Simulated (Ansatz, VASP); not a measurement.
## Two plane-wave programs on NiO

Contents of INCAR:

```
SYSTEM = NiO
  ALGO = Normal
  EDIFF = 1E-6
  ENCUT = 600
  GGA = PE
  GGA_COMPAT = .False.
  ISIF = 2
  ISMEAR = 0
  ISPIN = 2
  LASPH = .True.
  LCHARG = .True.
  LDAU = .True.
  LDAUJ = 0 0
  LDAUL = 2 -1
  LDAUPRINT = 1
  LDAUTYPE = 2
  LDAUU = 6.2 0
  LELF = .True.
  LMAXMIX = 4
  LORBIT = 11
  LREAL = .False.
  LVHAR = .True.
  LWAVE = .False.
  MAGMOM = 1.91 0.21
  NBANDS = 23
  NELM = 200
  PREC = Accurate
  SIGMA = 0.02
```

Contents of KPOINTS:

```
k-points
0
Gamma
  12 12 12
  0 0 0
```

Contents of POSCAR:

```
NiO
1.0
    0.0000000000      2.2026149344      2.2026149344
    2.2026149344      0.0000000000      2.2026149344
    2.2026149344      2.2026149344      0.0000000000
Ni O
1 1
Direct
    0.0000000000      0.0000000000      0.0000000000
    0.5000000000      0.5000000000      0.5000000000
```

Input for Ansatz:

```yaml
crystal:
  lattice:
    - [0.0, 2.2026149344, 2.2026149344]
    - [2.2026149344, 0.0, 2.2026149344]
    - [2.2026149344, 2.2026149344, 0.0]
  atoms:
    - { symbol: Ni, position: [0.0, 0.0, 0.0], spin: 1.91 }
    - { symbol: O, position: [0.5, 0.5, 0.5], spin: 0.21 }
basis:
  ecutwfc: 420
kpoints:
  mp_grid: { grid: [12, 12, 12] }
hamiltonian:
  xc: pbe
  hubbard: { sites: [{ species: Ni, l: d, u_eff: 6.2 }] }
scf:
  occupations: { method: gaussian, width: 0.02 }
output:
  forces: true
  stress: true
  eigenvalues: true
  populations: true
magnetization:
  spin_polarized: true
```

Alike in both runs: task single point; functional PBE; k mesh 12 × 12 × 12; occupations gaussian, width 0.02 eV; collinear spin; Hubbard terms Ni d U = 6.2 eV.

```csv
,VASP,Ansatz
version,VASP 6.6.1,Ansatz 0.2.0
potentials or method,"VASP PAW PBE potentials, release 64 (Ni_sv_GW, O), cutoff 600 eV","scalar-relativistic, plane waves, PAW"
valence electrons in the cell,24,24
```

|  | VASP | Ansatz | Ansatz less VASP |
| --- | --- | --- | --- |
| gap on the k mesh at the Fermi level (eV) | 1.55 | 1.47 | -0.072 |
| least direct gap on the mesh (eV) | 2.38 | 2.28 | -0.092 |
| pressure (GPa) | -17.2 | -13.9 | +3.31 |
| net moment per atom (μB) | 1.00 | 1.00 | 0.000 |
| size of the moment on the site where the two differ most (μB) | 1.81 | 1.76 | -0.048 |

Site moments also hang on the region over which each program counts them. The programs project onto different local orbitals, so the same U acts differently, and such runs can settle in different states.
